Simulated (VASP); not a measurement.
# SnO (P4/nmm) in VASP: notebook

SnO is run at these levels: PBE; tasks: single point.

Everything below comes from runs of VASP 6.6.1. Logs are shortened: lines on timing, memory, paths and dates and some standing lists are left out, and cuts for length are marked.

**1. The cell of the first run**

It takes space group P4/nmm (No. 129, tetragonal). The conventional cell has a = 3.799 Å, b = 3.799 Å, c = 4.792 Å, α = 90.00°, β = 90.00°, γ = 90.00°. Sn (site symmetry 4mm) has 4 O at 2.23 Å within 3.0 Å. Within 3.0 Å of O (site symmetry -4m2) lie 4 Sn at 2.23 Å and 4 O at 2.69 Å.

**2. Single point, PBE (z stretched by -1 %, then relaxed in part)**

INCAR

```
SYSTEM = SnO
PREC = Accurate
ENCUT = 520
EDIFF = 1E-6
ISMEAR = -1
SIGMA = 0.05
LREAL = .FALSE.
LASPH = .TRUE.
NELM = 60
ALGO = Normal
ISIF = 2
LWAVE = .FALSE.
LCHARG = .TRUE.
GGA = PE
LELF = .TRUE.
LVHAR = .TRUE.
NBANDS = 28
```

KPOINTS

```
Automatic mesh
0
G
  12 12 10
  0 0 0
```

POSCAR

```
SnO
1.0
    3.7986000000      0.0000000000      0.0000000000
    0.0000000000      3.7986000000      0.0000000000
    0.0000000000      0.0000000000      4.7923920000
Sn O
2 2
Direct
    0.5000000000      0.0000000000      0.2443697025
    0.0000000000      0.5000000000      0.7556302975
    0.0000000000      0.0000000000      0.0000000000
    0.5000000000      0.5000000000      0.0000000000
```

Potentials or basis: VASP PAW PBE potentials, release 64 (Sn_d, O).

On the command line:

```
$ cat potpaw_PBE.64/Sn_d/POTCAR potpaw_PBE.64/O/POTCAR > POTCAR
$ mpirun -np 1 vasp_std > vasp.out
```

OUTCAR:

```text
SYSTEM = SnO
   PREC = Accurate
   ENCUT = 520
   EDIFF = 1E-6
   ISMEAR = -1
   LREAL = .FALSE.
   LASPH = .TRUE.
   NELM = 60
   ISIF = 2
   GGA = PE

 ion  position               nearest neighbor table
   1  0.500  0.000  0.244-   3 2.23   4 2.23   4 2.23   3 2.23   2 3.56   2 3.56   2 3.56   2 3.56
                             2 3.64   2 3.64   2 3.64   2 3.64
   2  0.000  0.500  0.756-   3 2.23   4 2.23   3 2.23   4 2.23   1 3.56   1 3.56   1 3.56   1 3.56
                             1 3.64   1 3.64   1 3.64   1 3.64
   3  0.000  0.000  0.000-   1 2.23   2 2.23   2 2.23   1 2.23
   4  0.500  0.500  0.000-   1 2.23   2 2.23   1 2.23   2 2.23

  LATTYP: Found a simple tetragonal cell.
 ALAT       =     3.7986000000
 C/A-ratio  =     1.2616205971

  Lattice vectors:

 A1 = (   3.7986000000,   0.0000000000,   0.0000000000)
 A2 = (   0.0000000000,   3.7986000000,   0.0000000000)
 A3 = (   0.0000000000,   0.0000000000,   4.7923920000)

Analysis of symmetry for initial positions (statically):
=====================================================================
 Subroutine PRICEL returns:
 Original cell was already a primitive cell.

 Routine SETGRP: Setting up the symmetry group for a
 simple tetragonal supercell.

 Subroutine GETGRP returns: Found 16 space group operations
 (whereof  8 operations were pure point group operations)
 out of a pool of 16 trial point group operations.

The static configuration has the point symmetry D_2d.
 The point group associated with its full space group is D_4h.

Analysis of symmetry for dynamics (positions and initial velocities):
=====================================================================
 Subroutine PRICEL returns:
 Original cell was already a primitive cell.

 Routine SETGRP: Setting up the symmetry group for a
 simple tetragonal supercell.

 Subroutine GETGRP returns: Found 16 space group operations
 (whereof  8 operations were pure point group operations)
 out of a pool of 16 trial point group operations.

The dynamic configuration has the point symmetry D_2d.
 The point group associated with its full space group is D_4h.

 Subroutine INISYM returns: Found 16 space group operations
 (whereof  8 operations are pure point group operations),
 and found     1 'primitive' translations

----------------------------------------------------------------------------------------

                                     Primitive cell

  volume of cell :      69.1512

  direct lattice vectors                    reciprocal lattice vectors
     3.798600000  0.000000000  0.000000000     0.263254883  0.000000000  0.000000000
     0.000000000  3.798600000  0.000000000     0.000000000  0.263254883  0.000000000
     0.000000000  0.000000000  4.792392000     0.000000000  0.000000000  0.208664066

  length of vectors
     3.798600000  3.798600000  4.792392000     0.263254883  0.263254883  0.208664066

  position of ions in fractional coordinates (direct lattice)
     0.500000000  0.000000000  0.244369703
     0.000000000  0.500000000  0.755630297
     0.000000000  0.000000000  0.000000000
     0.500000000  0.500000000  0.000000000

  ion indices of the primitive-cell ions
   primitive index   ion index
                 1           1
                 2           2
                 3           3
                 4           4

----------------------------------------------------------------------------------------

 KPOINTS: Automatic mesh

Automatic generation of k-mesh.
 Grid dimensions read from file:
 generate k-points for:   12   12   10

 Generating k-lattice:

  Cartesian coordinates                     Fractional coordinates (reciprocal lattice)
     0.021937907  0.000000000  0.000000000     0.083333333  0.000000000  0.000000000
     0.000000000  0.021937907  0.000000000     0.000000000  0.083333333  0.000000000
     0.000000000  0.000000000  0.020866407     0.000000000  0.000000000  0.100000000

  Length of vectors
     0.021937907  0.021937907  0.020866407

  Shift w.r.t. Gamma in fractional coordinates (k-lattice)
     0.000000000  0.000000000  0.000000000

 Subroutine IBZKPT returns following result:
 ===========================================

 Found    168 irreducible k-points:

 Following reciprocal coordinates:
            Coordinates               Weight
  0.000000  0.000000  0.000000      1.000000
  0.083333  0.000000  0.000000      4.000000
  0.166667  0.000000  0.000000      4.000000
  0.250000  0.000000  0.000000      4.000000
  0.333333  0.000000  0.000000      4.000000
  0.416667  0.000000  0.000000      4.000000
[... 16 lines left out ...]
  0.333333  0.333333  0.000000      4.000000
  0.416667  0.333333  0.000000      8.000000
 [... further k-points ...]
   k-points           NKPTS =    168   k-points in BZ     NKDIM =    168   number of bands    NBANDS=     28
   number of dos      NEDOS =    301   number of ions     NIONS =      4
   total plane-waves  NPLWV =  28224
   dimension x,y,z NGX =    28 NGY =   28 NGZ =   36
   dimension x,y,z NGXF=    56 NGYF=   56 NGZF=   72
   ions per type =               2   2
   NGX,Y,Z   is equivalent  to a cutoff of  12.25, 12.25, 12.49 a.u.
   NGXF,Y,Z  is equivalent  to a cutoff of  24.51, 24.51, 24.98 a.u.
 SYSTEM =  SnO
   PREC   = accura    normal or accurate (medium, high low for compatibility)
   ISTART =      0    job   : 0-new  1-cont  2-samecut
   ICHARG =      2    charge: 1-file 2-atom 10-const
   ISPIN  =      1    spin polarized calculation?
   LNONCOLLINEAR =      F non collinear calculations
   LSORBIT =      F    spin-orbit coupling
   LASPH  =      T    aspherical Exc in radial PAW
   ENCUT  =  520.0 eV  38.22 Ry    6.18 a.u.   7.06  7.06  8.91*2*pi/ulx,y,z
   NELM   =     60;   NELMIN=  2; NELMDL= -5     # of ELM steps
   EDIFF  = 0.1E-05   stopping-criterion for ELM
   LREAL  =      F    real-space projection
   EDIFFG = 0.1E-04   stopping-criterion for IOM
   NSW    =      0    number of steps for IOM
   IBRION =     -1    ionic relax: 0-MD 1-quasi-New 2-CG
   NFREE  =      0    steps in history (QN), initial steepest desc. (CG)
   ISIF   =      2    stress and relaxation
   ISYM   =      2    0-nonsym 1-usesym 2-fastsym
   POTIM  = 0.5000    time-step for ionic-motion
   TEBEG  =    0.0;   TEEND  =   0.0 temperature during run
   PSTRESS=    0.0 pullay stress
   NELECT =      40.0000    total number of electrons
   NUPDOWN=      -1.0000    fix difference up-down
   EMIN   =  10.00;   EMAX   =-10.00  energy-range for DOS
   EFERMI =   0.00;   METHOD = LEGACY
   ISMEAR =    -1;   SIGMA  =   0.05  broadening in eV -4-tet -1-fermi 0-gaus
   EFERMI_NEDOS =   21; number of points for ismear=-14 and -15
   IALGO  =     38    algorithm
   IMIX   =      4    mixing-type and parameters
     AMIX     =   0.40;   BMIX     =  1.00
     AMIX_MAG =   1.60;   BMIX_MAG =  1.00
  volume/ion in A,a.u.               =      17.29       116.66
  Fermi-wavevector in a.u.,A,eV,Ry     =   1.364044  2.577669 25.315213  1.860616
  Thomas-Fermi vector in A             =   2.490394
   LORBIT       =      0    0 simple, 1 ext, 2 COOP (PROOUT), +10 PAW based schemes
   GGA     = PE    functional components
   LHFCALC =     F    Hartree Fock is set to
   AEXX    =    0.0000 exact exchange contribution
   IVDW    =     0    specifies the selected vdW correction
   LEPSILON=     F    determine dielectric tensor
   LRPA    =     F    only Hartree local field effects (RPA)
 non-spin polarized calculation
  energy-cutoff  :      520.00
  volume of cell :       69.15
 maximum number of plane-waves:      1888
   NGX = 15   NGY = 15   NGZ = 17

 number of electron      39.9999990 magnetization

 Free energy of the ion-electron system (eV)
  ---------------------------------------------------
  ext. energy  EPLUGINS =         0.00000000
  ---------------------------------------------------
  free energy    TOTEN  =       -22.66830536 eV

  energy without entropy =      -22.66684441  energy(sigma->0) =      -22.66757489

 E-fermi :   7.4042     XC(G=0): -10.3434

 val. band max:        7.3793274569   @ k =   0.0000   0.0000   0.0000
 cond. band min:       7.5251768966   @ k =   0.4167   0.4167   0.0000
 fundamental gap:      0.1458494397
 Fermi energy:         7.4042385161

 k-point     1 :       0.0000    0.0000    0.0000
  band No.  band energies     occupation
      1     -14.6987      2.00000
      2     -14.2865      2.00000
      3     -14.2865      2.00000
      4     -14.2859      2.00000
      5     -14.2461      2.00000
      6     -14.2348      2.00000
[... 20 lines left out ...]
     27      13.9343      0.00000
     28      14.3417      0.00000

 k-point     2 :       0.0833    0.0000    0.0000
  band No.  band energies     occupation
      1     -14.6948      2.00000
      2     -14.2855      2.00000
      3     -14.2845      2.00000
      4     -14.2844      2.00000
      5     -14.2465      2.00000
      6     -14.2322      2.00000
[... 20 lines left out ...]
     27      14.0634      0.00000
     28      14.9338      0.00000

 k-point     3 :       0.1667    0.0000    0.0000
  band No.  band energies     occupation
      1     -14.6836      2.00000
      2     -14.2953      2.00000
      3     -14.2823      2.00000
      4     -14.2788      2.00000
      5     -14.2478      2.00000
      6     -14.2473      2.00000
[... 20 lines left out ...]
     27      14.2044      0.00000
     28      16.2311      0.00000

 k-point     4 :       0.2500    0.0000    0.0000
  band No.  band energies     occupation
      1     -14.6661      2.00000
      2     -14.3634      2.00000
      3     -14.2767      2.00000
      4     -14.2701      2.00000
      5     -14.2531      2.00000
      6     -14.2482      2.00000
[... 20 lines left out ...]
     27      14.4101      0.00000
     28      17.6192      0.00000

 k-point     5 :       0.3333    0.0000    0.0000
  band No.  band energies     occupation
      1     -14.6422      2.00000
      2     -14.4423      2.00000
      3     -14.2690      2.00000
      4     -14.2602      2.00000
      5     -14.2488      2.00000
      6     -14.2485      2.00000
[... 20 lines left out ...]
     27      14.6923      0.00000
     28      17.4335      0.00000

 k-point     6 :       0.4167    0.0000    0.0000
  band No.  band energies     occupation
      1     -14.6103      2.00000
      2     -14.5118      2.00000
      3     -14.2604      2.00000
      4     -14.2518      2.00000
      5     -14.2485      2.00000
      6     -14.2480      2.00000
[... 463 lines left out ...]
      5     -14.2514      2.00000
      6     -14.2452      2.00000
[... 20 lines left out ...]
     27      14.9156      0.00000
     28      15.5642      0.00000

 k-point    22 :       0.5000    0.2500    0.0000
  band No.  band energies     occupation
      1     -14.6077      2.00000
      2     -14.6077      2.00000
      3     -14.2548      2.00000
      4     -14.2548      2.00000
      5     -14.2503      2.00000
      6     -14.2503      2.00000
[... 20 lines left out ...]
     27      15.2110      0.00000
     28      15.2110      0.00000

 k-point    23 :       0.3333    0.3333    0.0000
  band No.  band energies     occupation
      1     -14.6477      2.00000
      2     -14.5670      2.00000
      3     -14.2604      2.00000
      4     -14.2592      2.00000
      5     -14.2529      2.00000
      6     -14.2378      2.00000
[... 20 lines left out ...]
     27      14.6169      0.00000
     28      15.6104      0.00000

 k-point    24 :       0.4167    0.3333    0.0000
  band No.  band energies     occupation
      1     -14.6431      2.00000
      2     -14.6034      2.00000
      3     -14.2617      2.00000
      4     -14.2583      2.00000
      5     -14.2467      2.00000
      6     -14.2336      2.00000
[... 20 lines left out ...]
     27      14.9504      0.00000
     28      15.2499      0.00000

 [... further k-points ...]

------------------------ aborting loop because EDIFF is reached ----------------------------------------

  FORCE on cell =-STRESS in cart. coord.  units (eV):
  Direction    XX          YY          ZZ          XY          YZ          ZX
  --------------------------------------------------------------------------------------
  -------------------------------------------------------------------------------------
  Total        1.8000330      1.8000330      1.0746132      0.0000000      0.0000000      0.0000000
  in kB       41.7053328     41.7053328     24.8979335      0.0000000      0.0000000      0.0000000
  external PRESSURE =      36.1028663 kB  Pullay stress =       0.0000000 kB

 VOLUME and BASIS-vectors are now :
 -----------------------------------------------------------------------------
  energy-cutoff  :      520.00
  volume of cell :       69.15
      direct lattice vectors                 reciprocal lattice vectors
     3.798600000  0.000000000  0.000000000     0.263254883  0.000000000  0.000000000
     0.000000000  3.798600000  0.000000000     0.000000000  0.263254883  0.000000000
     0.000000000  0.000000000  4.792392000     0.000000000  0.000000000  0.208664066

 POSITION                                       TOTAL-FORCE (eV/Angst)
 -----------------------------------------------------------------------------------
      1.89930      0.00000      1.17112        -0.000000      0.000000      0.082449
      0.00000      1.89930      3.62128         0.000000      0.000000     -0.082449
      0.00000      0.00000      0.00000        -0.000000      0.000000      0.000000
      1.89930      1.89930      0.00000         0.000000     -0.000000      0.000000
 -----------------------------------------------------------------------------------
    total drift:                                0.000000      0.000000      0.000000

  FREE ENERGIE OF THE ION-ELECTRON SYSTEM (eV)
  ---------------------------------------------------
  free  energy   TOTEN  =       -22.6683053642 eV

  energy  without entropy=      -22.6668444061  energy(sigma->0) =      -22.66757489
```

Run time: 7.5 min. Hardware: 1 thread of Oxide Virtual Turin-like, shared host; peak memory 0.33 GiB.

What came out:

```
Free energy            : -22.6683 eV
Pressure               : 3.6 GPa
Largest force          : 0.082 eV/Å
Band gap on the k mesh : zero (bands 20 and 21 overlap by 0.17 eV)
```

Forces in eV/Å, atoms in the order of the input:
```
Sn   0.000  0.000  0.082
Sn   0.000  0.000 -0.082
O    0.000  0.000  0.000
O    0.000  0.000  0.000
```

Caveat: the cell differs from its parent crystal (z stretched by -1 %, then relaxed in part); the cell stands under pressure; semilocal functionals underestimate gaps, and a narrow one can read as zero; spin-orbit coupling is left out, which moves the levels of the heavy elements.

**3. Single point, PBE**

This run uses another cell than the first one, of 17.46 Å³/atom.

INCAR

```
PREC     = Accurate       # precision mode
ENCUT    = 520            # plane-wave cutoff, eV
EDIFF    = 1E-7           # SCF threshold, eV
ISMEAR   = -1             # smearing method
SIGMA    = 0.05           # smearing width, eV
LREAL    = False          # projectors in reciprocal space
LASPH    = True           # aspherical terms in the spheres
NELM     = 80             # most SCF steps
ALGO     = Normal         # electronic algorithm
ISIF     = 2              # what is computed and relaxed
LWAVE    = False          # write WAVECAR
LCHARG   = False          # write CHGCAR
GGA      = PE             # functional
NBANDS   = 28             # bands
```

KPOINTS

```
regular mesh
0
Gamma
  12 12 10
```

POSCAR

```
SnO
1.0
    3.7986000000      0.0000000000      0.0000000000
    0.0000000000      3.7986000000      0.0000000000
    0.0000000000      0.0000000000      4.8408000000
Sn O
2 2
Direct
    0.5000000000      0.0000000000      0.2422836718
    0.0000000000      0.5000000000      0.7577163282
    0.0000000000      0.0000000000      0.0000000000
    0.5000000000      0.5000000000      0.0000000000
```

Potentials or basis: VASP PAW PBE potentials, release 64 (Sn_d, O).

On the command line:

```
$ cat potpaw_PBE.64/Sn_d/POTCAR potpaw_PBE.64/O/POTCAR > POTCAR
$ mpirun -np 1 vasp_std > vasp.out
```

It took 7 min on 1 thread of Oxide Virtual Turin-like, shared host; peak memory 0.34 GiB.

The run converged. Its results:

* Free energy: -22.6772 eV
* Pressure: 3.4 GPa
* Largest force: 0.087 eV/Å
* Band gap on the k mesh: zero (bands 20 and 21 overlap by 0.11 eV)

Forces on the atoms (eV/Å):
```
Sn   0.000  0.000  0.087
Sn   0.000  0.000 -0.087
O    0.000  0.000  0.000
O    0.000  0.000  0.000
```

Stress tensor (GPa, compression positive):
```
4.01 0.00 0.00
0.00 4.01 0.00
0.00 0.00 2.09
```

Levels at points of the mesh, in eV from the Fermi level:
| k point | band 18 | band 19 | band 20 | band 21 | band 22 | band 23 |
| --- | --- | --- | --- | --- | --- | --- |
| (0.00, 0.00, 0.00) | -3.17 | -3.17 | -0.04 | 2.09 | 4.42 | 4.47 |
| (0.50, 0.00, 0.00) | -4.85 | -2.89 | -2.89 | 3.08 | 3.08 | 5.75 |
| (0.50, 0.50, 0.00) | -2.52 | -2.05 | -2.05 | -0.15 | -0.15 | 4.30 |
| (0.00, 0.00, 0.50) | -3.19 | -3.19 | -2.40 | 1.74 | 2.77 | 2.77 |
| (0.50, 0.00, 0.50) | -4.81 | -1.88 | -1.88 | 2.48 | 2.48 | 5.26 |
| (0.50, 0.50, 0.50) | -2.86 | -2.52 | -2.52 | 2.13 | 2.13 | 3.96 |

Caveat: the cell stands under pressure; semilocal functionals underestimate gaps, and a narrow one can read as zero; spin-orbit coupling is left out, which moves the levels of the heavy elements.

**4. Single point, PBE (z stretched by +1 %, then relaxed in part)**

INCAR

```
ALGO = Normal
EDIFF = 1E-6
ENCUT = 520
GGA = PE
ISIF = 2
ISMEAR = -1
LASPH = True
LCHARG = True
LELF = True
LREAL = False
LVHAR = True
LWAVE = False
NBANDS = 28
NELM = 60
PREC = Accurate
SIGMA = 0.05
```

KPOINTS

```
k-points
0
Gamma
  12 12 10
```

POSCAR

```
SnO
1.0
    3.7986000000      0.0000000000      0.0000000000
    0.0000000000      3.7986000000      0.0000000000
    0.0000000000      0.0000000000      4.8892080000
Sn O
2 2
Direct
    0.5000000000      0.0000000000      0.2402945699
    0.0000000000      0.5000000000      0.7597054301
    0.0000000000      0.0000000000      0.0000000000
    0.5000000000      0.5000000000      0.0000000000
```

On the command line:

```
$ cat potpaw_PBE.64/Sn_d/POTCAR potpaw_PBE.64/O/POTCAR > POTCAR
$ mpirun -np 1 vasp_std > vasp.out
```

It took 8 min on 1 thread of Oxide Virtual Turin-like, shared host; peak memory 0.34 GiB.

It converged, with:

```yaml
Free_energy: -22.6844 eV
Pressure: 3.1 GPa
Largest_force: 0.083 eV/Å
Band_gap_on_the_k_mesh: zero (bands 20 and 21 overlap by 0.05 eV)
```

Forces on the atoms (eV/Å):
```
Sn   0.000  0.000  0.083
Sn   0.000  0.000 -0.083
O    0.000  0.000  0.000
O    0.000  0.000  0.000
```

Stress tensor (GPa, compression positive):
```
3.82 0.00 0.00
0.00 3.82 0.00
0.00 0.00 1.68
```

Levels at points of the mesh, in eV from the Fermi level:
```
           k point  band 16  band 17  band 18  band 19  band 20  band 21  band 22  band 23  band 24  band 25
(0.00, 0.00, 0.00)    -6.27    -3.55    -3.16    -3.16    -0.05     2.04     4.30     4.51     4.51     5.56
(0.50, 0.00, 0.00)    -5.08    -4.84    -4.84    -2.87    -2.87     3.02     3.02     5.76     5.76     5.95
(0.50, 0.50, 0.00)    -5.21    -2.51    -2.51    -2.06    -2.06    -0.10    -0.10     4.27     4.27     7.00
(0.00, 0.00, 0.50)    -3.62    -3.29    -3.18    -3.18    -2.43     1.73     2.82     2.82     3.65     7.74
(0.50, 0.00, 0.50)    -5.51    -4.81    -4.81    -1.90    -1.90     2.41     2.41     5.29     5.29     6.58
(0.50, 0.50, 0.50)    -5.67    -2.82    -2.82    -2.51    -2.51     2.14     2.14     3.85     3.85     5.51
```

Caveat: the cell differs from its parent crystal (z stretched by +1 %, then relaxed in part); the cell stands under pressure; semilocal functionals underestimate gaps, and a narrow one can read as zero; spin-orbit coupling is left out, which moves the levels of the heavy elements.

**5. Overview**

| cell | gap on the mesh (eV) | pressure (GPa) | largest force (eV/Å) |
| --- | --- | --- | --- |
| a = 3.799, b = 3.799, c = 4.792 Å, 4 atoms, atomic positions A | none | 3.6 | 0.08 |
| a = 3.799, b = 3.799, c = 4.841 Å, 4 atoms, atomic positions B | none | 3.4 | 0.09 |
| a = 3.799, b = 3.799, c = 4.889 Å, 4 atoms, atomic positions C | none | 3.1 | 0.08 |

Alike in all rows: task single point; level PBE; potentials or basis VASP PAW PBE potentials, release 64 (Sn_d, O); no spin polarisation; k mesh 12 × 12 × 10; cutoff (eV) 520; smearing fermi-dirac 0.05 eV.

Caveats: the cell stands under pressure; semilocal functionals underestimate gaps, and a narrow one can read as zero; spin-orbit coupling is left out, which moves the levels of the heavy elements.

Absolute energies hang on the potentials; compare differences alone.

The gap in the log of VASP goes by the Fermi energy; the results here count the filled bands.